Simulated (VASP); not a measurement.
# SbP (zincblende type) (F-43m) in VASP: a series of runs

SbP (zincblende type) is run at these levels: PBEsol; tasks: single point.

All numbers are computed with VASP 6.6.1; they aren't measurements. Logs are shortened: lines on timing, memory, paths and dates and some standing lists are left out, and cuts for length are marked.

## (1) The cell of the first run

It takes space group F-43m (No. 216, cubic). Conventional cell: a = 4.571 Å, b = 4.571 Å, c = 4.571 Å, α = 90.00°, β = 90.00°, γ = 90.00°. Sb (site symmetry -43m) has 4 P at 1.98 Å within 2.6 Å. Within 2.6 Å of P (site symmetry -43m) lie 4 Sb at 1.98 Å.

## (2) Single point, PBEsol (11.94 Å³/atom)

Contents of INCAR:

```
SYSTEM = SbP
  PREC = Accurate
  ENCUT = 520
  EDIFF = 1E-6
  ISMEAR = -1
  SIGMA = 0.08
  LREAL = .False.
  LASPH = .True.
  NELM = 100
  ALGO = Normal
  ISIF = 2
  LWAVE = .False.
  LCHARG = .False.
  GGA = PS
  NBANDS = 12
```

Contents of KPOINTS:

```
regular mesh
0
Gamma
  11 11 11
  0 0 0
```

Contents of POSCAR:

```
SbP
1.0
    0.0000000000      2.2855588345      2.2855588345
    2.2855588345      0.0000000000      2.2855588345
    2.2855588345      2.2855588345      0.0000000000
Sb P
1 1
Direct
    0.0000000000      0.0000000000      0.0000000000
    0.2500000000      0.2500000000      0.2500000000
```

Potentials or basis: VASP PAW PBE potentials, release 64 (Sb, P).

Started as:

```bash
cat potpaw_PBE.64/Sb/POTCAR potpaw_PBE.64/P/POTCAR > POTCAR
mpirun -np 1 vasp_std > vasp.out
```

OUTCAR:

```text
SYSTEM = SbP
   PREC = Accurate
   ENCUT = 520
   EDIFF = 1E-6
   ISMEAR = -1
   LREAL = .False.
   LASPH = .True.
   NELM = 100
   ISIF = 2
   GGA = PS

 ion  position               nearest neighbor table
   1  0.000  0.000  0.000-   2 1.98   2 1.98   2 1.98   2 1.98
   2  0.250  0.250  0.250-   1 1.98   1 1.98   1 1.98   1 1.98

  LATTYP: Found a face centered cubic cell.
 ALAT       =     4.5711176690

  Lattice vectors:

 A1 = (   0.0000000000,   2.2855588345,   2.2855588345)
 A2 = (   2.2855588345,   0.0000000000,   2.2855588345)
 A3 = (   2.2855588345,   2.2855588345,   0.0000000000)

Analysis of symmetry for initial positions (statically):
=====================================================================
 Subroutine PRICEL returns:
 Original cell was already a primitive cell.

 Routine SETGRP: Setting up the symmetry group for a
 face centered cubic supercell.

 Subroutine GETGRP returns: Found 24 space group operations
 (whereof 24 operations were pure point group operations)
 out of a pool of 48 trial point group operations.

The static configuration has the point symmetry T_d .

Analysis of symmetry for dynamics (positions and initial velocities):
=====================================================================
 Subroutine PRICEL returns:
 Original cell was already a primitive cell.

 Routine SETGRP: Setting up the symmetry group for a
 face centered cubic supercell.

 Subroutine GETGRP returns: Found 24 space group operations
 (whereof 24 operations were pure point group operations)
 out of a pool of 48 trial point group operations.

The dynamic configuration has the point symmetry T_d .

 Subroutine INISYM returns: Found 24 space group operations
 (whereof 24 operations are pure point group operations),
 and found     1 'primitive' translations

----------------------------------------------------------------------------------------

                                     Primitive cell

  volume of cell :      23.8785

  direct lattice vectors                    reciprocal lattice vectors
     0.000000000  2.285558835  2.285558835    -0.218764878  0.218764878  0.218764878
     2.285558835  0.000000000  2.285558835     0.218764878 -0.218764878  0.218764878
     2.285558835  2.285558835  0.000000000     0.218764878  0.218764878 -0.218764878

  length of vectors
     3.232268301  3.232268301  3.232268301     0.378911884  0.378911884  0.378911884

  position of ions in fractional coordinates (direct lattice)
     0.000000000  0.000000000  0.000000000
     0.250000000  0.250000000  0.250000000

  ion indices of the primitive-cell ions
   primitive index   ion index
                 1           1
                 2           2

----------------------------------------------------------------------------------------

 KPOINTS: regular mesh

Automatic generation of k-mesh.
 Grid dimensions read from file:
 generate k-points for:   11   11   11

 Generating k-lattice:

  Cartesian coordinates                     Fractional coordinates (reciprocal lattice)
    -0.019887716  0.019887716  0.019887716     0.090909091  0.000000000  0.000000000
     0.019887716 -0.019887716  0.019887716     0.000000000  0.090909091  0.000000000
     0.019887716  0.019887716 -0.019887716     0.000000000  0.000000000  0.090909091

  Length of vectors
     0.034446535  0.034446535  0.034446535

  Shift w.r.t. Gamma in fractional coordinates (k-lattice)
     0.000000000  0.000000000  0.000000000

 Subroutine IBZKPT returns following result:
 ===========================================

 Found     56 irreducible k-points:

 Following reciprocal coordinates:
            Coordinates               Weight
  0.000000  0.000000  0.000000      1.000000
  0.090909  0.000000  0.000000      8.000000
  0.181818  0.000000  0.000000      8.000000
  0.272727  0.000000  0.000000      8.000000
  0.363636  0.000000  0.000000      8.000000
  0.454545  0.000000  0.000000      8.000000
[... 16 lines left out ...]
 -0.272727  0.181818  0.000000     24.000000
 -0.181818  0.181818  0.000000     12.000000
 [... further k-points ...]
   k-points           NKPTS =     56   k-points in BZ     NKDIM =     56   number of bands    NBANDS=     12
   number of dos      NEDOS =    301   number of ions     NIONS =      2
   total plane-waves  NPLWV =  13824
   dimension x,y,z NGX =    24 NGY =   24 NGZ =   24
   dimension x,y,z NGXF=    48 NGYF=   48 NGZF=   48
   ions per type =               1   1
   NGX,Y,Z   is equivalent  to a cutoff of  12.34, 12.34, 12.34 a.u.
   NGXF,Y,Z  is equivalent  to a cutoff of  24.69, 24.69, 24.69 a.u.
 SYSTEM =  SbP
   PREC   = accura    normal or accurate (medium, high low for compatibility)
   ISTART =      0    job   : 0-new  1-cont  2-samecut
   ICHARG =      2    charge: 1-file 2-atom 10-const
   ISPIN  =      1    spin polarized calculation?
   LNONCOLLINEAR =      F non collinear calculations
   LSORBIT =      F    spin-orbit coupling
   LASPH  =      T    aspherical Exc in radial PAW
   ENCUT  =  520.0 eV  38.22 Ry    6.18 a.u.   6.01  6.01  6.01*2*pi/ulx,y,z
   NELM   =    100;   NELMIN=  2; NELMDL= -5     # of ELM steps
   EDIFF  = 0.1E-05   stopping-criterion for ELM
   LREAL  =      F    real-space projection
   EDIFFG = 0.1E-04   stopping-criterion for IOM
   NSW    =      0    number of steps for IOM
   IBRION =     -1    ionic relax: 0-MD 1-quasi-New 2-CG
   NFREE  =      0    steps in history (QN), initial steepest desc. (CG)
   ISIF   =      2    stress and relaxation
   ISYM   =      2    0-nonsym 1-usesym 2-fastsym
   POTIM  = 0.5000    time-step for ionic-motion
   TEBEG  =    0.0;   TEEND  =   0.0 temperature during run
   PSTRESS=    0.0 pullay stress
   NELECT =      10.0000    total number of electrons
   NUPDOWN=      -1.0000    fix difference up-down
   EMIN   =  10.00;   EMAX   =-10.00  energy-range for DOS
   EFERMI =   0.00;   METHOD = LEGACY
   ISMEAR =    -1;   SIGMA  =   0.08  broadening in eV -4-tet -1-fermi 0-gaus
   EFERMI_NEDOS =   21; number of points for ismear=-14 and -15
   IALGO  =     38    algorithm
   IMIX   =      4    mixing-type and parameters
     AMIX     =   0.40;   BMIX     =  1.00
     AMIX_MAG =   1.60;   BMIX_MAG =  1.00
  volume/ion in A,a.u.               =      11.94        80.57
  Fermi-wavevector in a.u.,A,eV,Ry     =   1.224820  2.314575 20.411258  1.500185
  Thomas-Fermi vector in A             =   2.359881
   LORBIT       =      0    0 simple, 1 ext, 2 COOP (PROOUT), +10 PAW based schemes
   GGA     = PS    functional components
   LHFCALC =     F    Hartree Fock is set to
   AEXX    =    0.0000 exact exchange contribution
   IVDW    =     0    specifies the selected vdW correction
   LEPSILON=     F    determine dielectric tensor
   LRPA    =     F    only Hartree local field effects (RPA)
 non-spin polarized calculation
  energy-cutoff  :      520.00
  volume of cell :       23.88
 maximum number of plane-waves:       655
   NGX = 13   NGY = 13   NGZ = 13

 number of electron      10.0000000 magnetization

 number of electron       9.9999999 magnetization

 Free energy of the ion-electron system (eV)
  ---------------------------------------------------
  ext. energy  EPLUGINS =         0.00000000
  ---------------------------------------------------
  free energy    TOTEN  =         4.91353700 eV

  energy without entropy =        4.93247467  energy(sigma->0) =        4.92300583

 E-fermi :  19.0209     XC(G=0): -13.0454

 val. band max:       18.9495371360   @ k =  -0.3636   0.4545   0.0909
 cond. band min:      19.1113303173   @ k =  -0.4545   0.3636   0.1818
 fundamental gap:      0.1617931813
 Fermi energy:        19.0208763663

 k-point     1 :       0.0000    0.0000    0.0000
  band No.  band energies     occupation
      1      -3.4338      2.00000
      2      15.7229      2.00000
      3      15.7229      2.00000
      4      15.7229      2.00000
      5      18.3828      1.99931
      6      18.3828      1.99931
      7      18.3828      1.99931
      8      20.6094      0.00000
      9      25.8925      0.00000
     10      25.8925      0.00000
     11      27.5172      0.00000
     12      28.3132      0.00000

 k-point     2 :       0.0909    0.0000    0.0000
  band No.  band energies     occupation
      1      -3.2577      2.00000
      2      14.0409      2.00000
      3      15.2951      2.00000
      4      15.2951      2.00000
      5      18.8679      1.74255
      6      18.8820      1.70043
      7      18.8820      1.70043
      8      21.3070      0.00000
      9      25.1361      0.00000
     10      25.1361      0.00000
     11      27.5558      0.00000
     12      28.7711      0.00000

 k-point     3 :       0.1818    0.0000    0.0000
  band No.  band energies     occupation
      1      -2.7319      2.00000
      2      11.2809      2.00000
      3      14.5271      2.00000
      4      14.5271      2.00000
      5      18.9120      1.59163
      6      19.6969      0.00043
      7      19.6969      0.00043
      8      22.6531      0.00000
      9      24.4087      0.00000
     10      24.4087      0.00000
     11      27.0959      0.00000
     12      31.0020      0.00000
[... 286 lines left out ...]
 k-point    23 :      -0.2727    0.1818    0.0000
  band No.  band energies     occupation
      1      -0.5213      2.00000
      2       7.2220      2.00000
      3       9.7766      2.00000
      4      13.2941      2.00000
      5      18.8114      1.86401
      6      20.7928      0.00000
      7      21.4168      0.00000
      8      23.5412      0.00000
      9      23.8462      0.00000
     10      28.1436      0.00000
     11      30.3978      0.00000
     12      32.0278      0.00000

 k-point    24 :      -0.1818    0.1818    0.0000
  band No.  band energies     occupation
      1      -1.5782      2.00000
      2       9.3849      2.00000
      3      10.4114      2.00000
      4      14.1633      2.00000
      5      19.5833      0.00177
      6      20.1934      0.00000
      7      21.1055      0.00000
      8      22.2411      0.00000
      9      23.1203      0.00000
     10      27.9071      0.00000
     11      29.5576      0.00000
     12      30.5033      0.00000

 [... further k-points ...]

------------------------ aborting loop because EDIFF is reached ----------------------------------------

  FORCE on cell =-STRESS in cart. coord.  units (eV):
  Direction    XX          YY          ZZ          XY          YZ          ZX
  --------------------------------------------------------------------------------------
  -------------------------------------------------------------------------------------
  Total       43.7555694     43.7555694     43.7555694      0.0000000      0.0000000      0.0000000
  in kB     2935.8692526   2935.8692526   2935.8692526      0.0000000      0.0000000      0.0000000
  external PRESSURE =    2935.8692526 kB  Pullay stress =       0.0000000 kB

 VOLUME and BASIS-vectors are now :
 -----------------------------------------------------------------------------
  energy-cutoff  :      520.00
  volume of cell :       23.88
      direct lattice vectors                 reciprocal lattice vectors
     0.000000000  2.285558835  2.285558835    -0.218764878  0.218764878  0.218764878
     2.285558835  0.000000000  2.285558835     0.218764878 -0.218764878  0.218764878
     2.285558835  2.285558835  0.000000000     0.218764878  0.218764878 -0.218764878

 POSITION                                       TOTAL-FORCE (eV/Angst)
 -----------------------------------------------------------------------------------
      0.00000      0.00000      0.00000         0.000000      0.000000      0.000000
      1.14278      1.14278      1.14278        -0.000000     -0.000000     -0.000000
 -----------------------------------------------------------------------------------
    total drift:                                0.000000      0.000000     -0.000000

  FREE ENERGIE OF THE ION-ELECTRON SYSTEM (eV)
  ---------------------------------------------------
  free  energy   TOTEN  =         4.9135369991 eV

  energy  without entropy=        4.9324746670  energy(sigma->0) =        4.92300583
```

It took 25 s on 1 thread of AMD EPYC 7R13, shared host; peak memory 0.12 GiB.

What came out:

- Free energy: 4.9135 eV
- Pressure: 293.6 GPa
- Band gap on the k mesh: zero (bands 5 and 6 overlap by 3.35 eV)

Caveat: the cell stands under pressure; the PAW data sets were made with another functional, which shifts forces and pressure a little; spin-orbit coupling is left out, which moves the levels of the heavy elements.

## (3) Single point, PBEsol (14.92 Å³/atom)

This run uses another cell than the first one, of 14.92 Å³/atom.

Contents of INCAR:

```
SYSTEM = SbP
PREC = Accurate
ENCUT = 520
EDIFF = 1E-6
ISMEAR = -1
SIGMA = 0.08
LREAL = .FALSE.
LASPH = .TRUE.
NELM = 100
ALGO = Normal
ISIF = 2
LWAVE = .FALSE.
LCHARG = .TRUE.
GGA = PS
LELF = .TRUE.
LVHAR = .TRUE.
NBANDS = 12
```

Contents of KPOINTS:

```
Automatic mesh
0
G
  11 11 11
  0 0 0
```

Contents of POSCAR:

```
SbP
1.0
    0.0000000000      2.4620436195      2.4620436195
    2.4620436195      0.0000000000      2.4620436195
    2.4620436195      2.4620436195      0.0000000000
Sb P
1 1
Direct
    0.0000000000      0.0000000000      0.0000000000
    0.2500000000      0.2500000000      0.2500000000
```

Potentials or basis: VASP PAW PBE potentials, release 64 (Sb, P).

Started as:

```bash
cat potpaw_PBE.64/Sb/POTCAR potpaw_PBE.64/P/POTCAR > POTCAR
mpirun -np 1 vasp_std > vasp.out
```

Run time: 41 s. Hardware: 1 thread of AMD EPYC 7R13, shared host; peak memory 0.14 GiB.

The run converged. Its results:

| Item | Value |
| --- | --- |
| Free energy | -2.5983 eV |
| Pressure | 133.8 GPa |
| Band gap on the k mesh | zero (bands 5 and 6 overlap by 2.75 eV) |

Levels at points of the mesh, in eV from the Fermi level:
| k point | band 1 | band 2 | band 3 | band 4 | band 5 | band 6 | band 7 | band 8 | band 9 | band 10 |
| --- | --- | --- | --- | --- | --- | --- | --- | --- | --- | --- |
| (0.00, 0.00, 0.00) | -19.80 | -3.64 | -3.64 | -3.64 | -0.45 | -0.45 | -0.45 | 0.18 | 6.57 | 6.57 |

Caveat: the cell stands under pressure; the PAW data sets were made with another functional, which shifts forces and pressure a little; spin-orbit coupling is left out, which moves the levels of the heavy elements.
